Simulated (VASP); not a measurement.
# Sn (Pm-3m) in VASP: notebook, part 2 of 3

VASP 6.6.1. The steps go on from the part before.

## Step 3: Single point, PBE (volume scaled by 0.6)

Contents of INCAR:

```
SYSTEM = Sn
PREC = Accurate
ENCUT = 520
EDIFF = 1E-7
ISMEAR = -1
SIGMA = 0.08
LREAL = .FALSE.
LASPH = .TRUE.
NELM = 60
ALGO = Normal
ISIF = 2
LWAVE = .FALSE.
LCHARG = .FALSE.
GGA = PE
NBANDS = 13
```

Contents of KPOINTS:

```
regular mesh
0
G
  12 12 12
  0 0 0
```

Contents of POSCAR:

```
Sn
1.0
    2.6063374796      0.0000000000      0.0000000000
    0.0000000000      2.6063374796      0.0000000000
    0.0000000000      0.0000000000      2.6063374796
Sn
1
Direct
    0.0000000000      0.0000000000      0.0000000000
```

Potentials or basis: VASP PAW PBE potentials, release 64 (Sn_d).

Command:

```
$ cat potpaw_PBE.64/Sn_d/POTCAR > POTCAR
$ mpirun -np 1 vasp_std > vasp.out
```

OUTCAR:

```text
SYSTEM = Sn
   PREC = Accurate
   ENCUT = 520
   EDIFF = 1E-7
   ISMEAR = -1
   LREAL = .FALSE.
   LASPH = .TRUE.
   NELM = 60
   ISIF = 2
   GGA = PE

 ion  position               nearest neighbor table
   1  0.000  0.000  0.000-

  LATTYP: Found a simple cubic cell.
 ALAT       =     2.6063374796

  Lattice vectors:

 A1 = (   2.6063374796,   0.0000000000,   0.0000000000)
 A2 = (   0.0000000000,   2.6063374796,   0.0000000000)
 A3 = (   0.0000000000,   0.0000000000,   2.6063374796)

Analysis of symmetry for initial positions (statically):
=====================================================================
 Subroutine PRICEL returns:
 Original cell was already a primitive cell.

 Routine SETGRP: Setting up the symmetry group for a
 simple cubic supercell.

 Subroutine GETGRP returns: Found 48 space group operations
 (whereof 48 operations were pure point group operations)
 out of a pool of 48 trial point group operations.

The static configuration has the point symmetry O_h .

Analysis of symmetry for dynamics (positions and initial velocities):
=====================================================================
 Subroutine PRICEL returns:
 Original cell was already a primitive cell.

 Routine SETGRP: Setting up the symmetry group for a
 simple cubic supercell.

 Subroutine GETGRP returns: Found 48 space group operations
 (whereof 48 operations were pure point group operations)
 out of a pool of 48 trial point group operations.

The dynamic configuration has the point symmetry O_h .

 Subroutine INISYM returns: Found 48 space group operations
 (whereof 48 operations are pure point group operations),
 and found     1 'primitive' translations

----------------------------------------------------------------------------------------

                                     Primitive cell

[... 113 lines left out ...]
   GGA     = PE    functional components
   LHFCALC =     F    Hartree Fock is set to
   AEXX    =    0.0000 exact exchange contribution
   IVDW    =     0    specifies the selected vdW correction
   LEPSILON=     F    determine dielectric tensor
   LRPA    =     F    only Hartree local field effects (RPA)
 non-spin polarized calculation
  energy-cutoff  :      520.00
  volume of cell :       17.70
 maximum number of plane-waves:       488
 NGX is ok and might be reduce to    20
   NGX =  9   NGY =  9   NGZ =  9

 number of electron      13.9999984 magnetization

 Free energy of the ion-electron system (eV)
  ---------------------------------------------------
  ext. energy  EPLUGINS =         0.00000000
  ---------------------------------------------------
  free energy    TOTEN  =        -1.94639109 eV

  energy without entropy =       -1.93857805  energy(sigma->0) =       -1.94248457

 E-fermi :  14.6271     XC(G=0): -12.4415

 val. band max:       14.5712166799   @ k =   0.2500   0.2500   0.0833
 cond. band min:      14.6351970209   @ k =   0.5000   0.5000   0.5000
 fundamental gap:      0.0639803411
 Fermi energy:        14.6271409292

 k-point     1 :       0.0000    0.0000    0.0000
  band No.  band energies     occupation
      1      -8.6455      2.00000
      2      -8.6455      2.00000
      3      -7.1729      2.00000
      4      -7.1729      2.00000
      5      -7.1729      2.00000
      6      -0.6745      2.00000
      7      21.6662      0.00000
      8      21.6662      0.00000
      9      21.6662      0.00000
     10      25.6705      0.00000
     11      25.6705      0.00000
     12      28.6747      0.00000
     13      37.4776      0.00000
[... 354 lines left out ...]
  band No.  band energies     occupation
      1      -8.1749      2.00000
      2      -8.0418      2.00000
      3      -7.5143      2.00000
      4      -7.4342      2.00000
      5      -7.1177      2.00000
      6       6.2703      2.00000
      7      10.5997      2.00000
      8      15.1552      0.00271
      9      19.8113      0.00000
     10      29.0589      0.00000
     11      29.3259      0.00000
     12      31.2545      0.00000
     13      33.6920      0.00000

 [... further k-points ...]

------------------------ aborting loop because EDIFF is reached ----------------------------------------

  FORCE on cell =-STRESS in cart. coord.  units (eV):
  Direction    XX          YY          ZZ          XY          YZ          ZX
  --------------------------------------------------------------------------------------
  -------------------------------------------------------------------------------------
  Total        8.9665319      8.9665319      8.9665319      0.0000000     -0.0000000     -0.0000000
  in kB      811.4151885    811.4151885    811.4151885      0.0000000     -0.0000000     -0.0000000
  external PRESSURE =     811.4151885 kB  Pullay stress =       0.0000000 kB

 VOLUME and BASIS-vectors are now :
 -----------------------------------------------------------------------------
  energy-cutoff  :      520.00
  volume of cell :       17.70
      direct lattice vectors                 reciprocal lattice vectors
     2.606337480  0.000000000  0.000000000     0.383680167  0.000000000  0.000000000
     0.000000000  2.606337480  0.000000000     0.000000000  0.383680167  0.000000000
     0.000000000  0.000000000  2.606337480     0.000000000  0.000000000  0.383680167

 POSITION                                       TOTAL-FORCE (eV/Angst)
 -----------------------------------------------------------------------------------
      0.00000      0.00000      0.00000         0.000000      0.000000      0.000000
 -----------------------------------------------------------------------------------
    total drift:                               -0.000000      0.000000      0.000000

  FREE ENERGIE OF THE ION-ELECTRON SYSTEM (eV)
  ---------------------------------------------------
  free  energy   TOTEN  =        -1.9463910853 eV

  energy  without entropy=       -1.9385780458  energy(sigma->0) =       -1.94248457
```

OSZICAR:

```text
N       E                     dE             d eps       ncg     rms          rms(c)
DAV:   1     0.793002776830E+02    0.79300E+02   -0.69507E+03  2293   0.184E+03
DAV:   2     0.246059708417E+01   -0.76840E+02   -0.73919E+02  2379   0.351E+02
DAV:   3    -0.195297369403E+01   -0.44136E+01   -0.43975E+01  2552   0.686E+01
DAV:   4    -0.202507181063E+01   -0.72098E-01   -0.72081E-01  2529   0.898E+00
DAV:   5    -0.202694161947E+01   -0.18698E-02   -0.18698E-02  2617   0.144E+00    0.386E+00
DAV:   6    -0.197484900998E+01    0.52093E-01   -0.14227E-02  3285   0.262E+00    0.221E+00
DAV:   7    -0.194676661948E+01    0.28082E-01   -0.15247E-02  3157   0.246E+00    0.141E-01
DAV:   8    -0.194639409423E+01    0.37253E-03   -0.12225E-03  2654   0.640E-01    0.231E-02
DAV:   9    -0.194639549914E+01   -0.14049E-05   -0.46004E-05  3143   0.113E-01    0.156E-02
DAV:  10    -0.194639139060E+01    0.41085E-05   -0.18698E-06  2595   0.151E-02    0.963E-04
DAV:  11    -0.194639126792E+01    0.12269E-06   -0.57697E-08  1800   0.301E-03    0.567E-04
DAV:  12    -0.194639110155E+01    0.16637E-06   -0.12326E-08  1442   0.127E-03    0.734E-05
DAV:  13    -0.194639108529E+01    0.16250E-07   -0.37747E-09  1272   0.104E-03
   1 F= -.19463911E+01 E0= -.19424846E+01  d E =-.781304E-02
```

Run time: 13 s. Hardware: 1 thread of Intel Xeon Platinum 8259CL at 2.50GHz (Skylake/Cascade Lake), shared host; peak memory 0.13 GiB.

What came out:

```yaml
Free_energy: -1.9464 eV
Pressure: 81.1 GPa
Band_gap_on_the_k_mesh: zero (band 7 reaches 21.67 eV, above the bottom of band 8 at 11.32 eV)
```

Levels at points of the mesh, in eV from the Fermi level:
| k point | band 4 | band 5 | band 6 | band 7 | band 8 | band 9 | band 10 | band 11 |
| --- | --- | --- | --- | --- | --- | --- | --- | --- |
| (0.00, 0.00, 0.00) | -21.80 | -21.80 | -15.30 | 7.04 | 7.04 | 7.04 | 11.04 | 11.04 |
| (0.50, 0.00, 0.00) | -22.21 | -21.76 | -9.48 | -8.13 | 11.84 | 11.84 | 12.15 | 13.29 |
| (0.50, 0.50, 0.00) | -22.15 | -21.39 | -4.09 | -4.09 | -3.31 | 1.78 | 15.86 | 15.86 |
| (0.50, 0.50, 0.50) | -21.37 | -21.37 | 0.01 | 0.01 | 0.01 | 4.69 | 5.76 | 6.32 |

Caveat: spin-orbit coupling is left out, which moves the levels of the heavy elements.

## Step 4: Single point, PBE (volume scaled by 0.68)

Contents of INCAR:

```
SYSTEM = Sn
ALGO = Normal
EDIFF = 1E-6
ENCUT = 520
GGA = PE
ISIF = 2
ISMEAR = -1
LASPH = .True.
LCHARG = .False.
LREAL = .False.
LWAVE = .False.
NBANDS = 13
NELM = 80
PREC = Accurate
SIGMA = 0.08
```

Contents of KPOINTS:

```
k-points
0
Gamma
  12 12 12
  0 0 0
```

Contents of POSCAR:

```
Sn
1.0
    2.7173768428      0.0000000000      0.0000000000
    0.0000000000      2.7173768428      0.0000000000
    0.0000000000      0.0000000000      2.7173768428
Sn
1
Direct
    0.0000000000      0.0000000000      0.0000000000
```

Command:

```
$ cat potpaw_PBE.64/Sn_d/POTCAR > POTCAR
$ mpirun -np 1 vasp_std > vasp.out
```

Run time: 12 s. Hardware: 1 thread of Intel Xeon Platinum 8259CL at 2.50GHz (Skylake/Cascade Lake), shared host; peak memory 0.13 GiB.

The run converged. Its results:

```
Free energy            : -2.8528 eV
Pressure               : 45.1 GPa
Band gap on the k mesh : zero (band 7 reaches 18.99 eV, above the bottom of band 8 at 8.84 eV)
```

Levels at points of the mesh, in eV from the Fermi level:
```csv
k point,band 3,band 4,band 5,band 6,band 7,band 8,band 9,band 10,band 11,band 12
"(0.00, 0.00, 0.00)",-21.57,-21.57,-21.57,-13.92,6.63,6.63,6.63,10.30,10.30,12.94
"(0.50, 0.00, 0.00)",-21.86,-21.86,-21.55,-9.00,-7.07,10.78,10.78,12.25,12.94,14.60
"(0.50, 0.50, 0.00)",-21.82,-21.82,-21.27,-3.71,-3.52,-3.52,2.07,15.52,15.52,16.15
"(0.50, 0.50, 0.50)",-22.23,-21.25,-21.25,0.04,0.04,0.04,2.95,6.16,6.16,6.16
```

Caveat: spin-orbit coupling is left out, which moves the levels of the heavy elements.

## Step 5: Single point, PBE (volume scaled by 0.68)

Contents of INCAR:

```
PREC = Accurate ; ENCUT = 520
EDIFF = 1E-6 ; ISMEAR = -1
SIGMA = 0.08 ; LREAL = False
LASPH = True ; NELM = 60
ALGO = Normal ; ISIF = 2
LWAVE = False ; LCHARG = False
GGA = PE ; NBANDS = 13
```

Contents of KPOINTS:

```
Automatic mesh
0
Gamma
  12 12 12
```

POSCAR is that of step 4.

Command:

```
$ cat potpaw_PBE.64/Sn_d/POTCAR > POTCAR
$ mpirun -np 1 vasp_std > vasp.out
```

Run time: 12 s. Hardware: 1 thread of Intel Xeon Platinum 8259CL at 2.50GHz (Skylake/Cascade Lake), shared host; peak memory 0.13 GiB.

It converged, with:

```
Free energy            : -2.8528 eV
Pressure               : 45.1 GPa
Band gap on the k mesh : zero (band 7 reaches 18.99 eV, above the bottom of band 8 at 8.84 eV)
```

Levels at points of the mesh, in eV from the Fermi level:
```csv
k point,band 3,band 4,band 5,band 6,band 7,band 8,band 9,band 10,band 11,band 12
"(0.00, 0.00, 0.00)",-21.57,-21.57,-21.57,-13.92,6.63,6.63,6.63,10.30,10.30,12.94
"(0.50, 0.00, 0.00)",-21.86,-21.86,-21.55,-9.00,-7.07,10.78,10.78,12.25,12.94,14.60
"(0.50, 0.50, 0.00)",-21.82,-21.82,-21.27,-3.71,-3.52,-3.52,2.07,15.52,15.52,16.15
"(0.50, 0.50, 0.50)",-22.23,-21.25,-21.25,0.04,0.04,0.04,2.95,6.16,6.16,6.16
```

Caveat: spin-orbit coupling is left out, which moves the levels of the heavy elements.

[end of part 2 of 3]
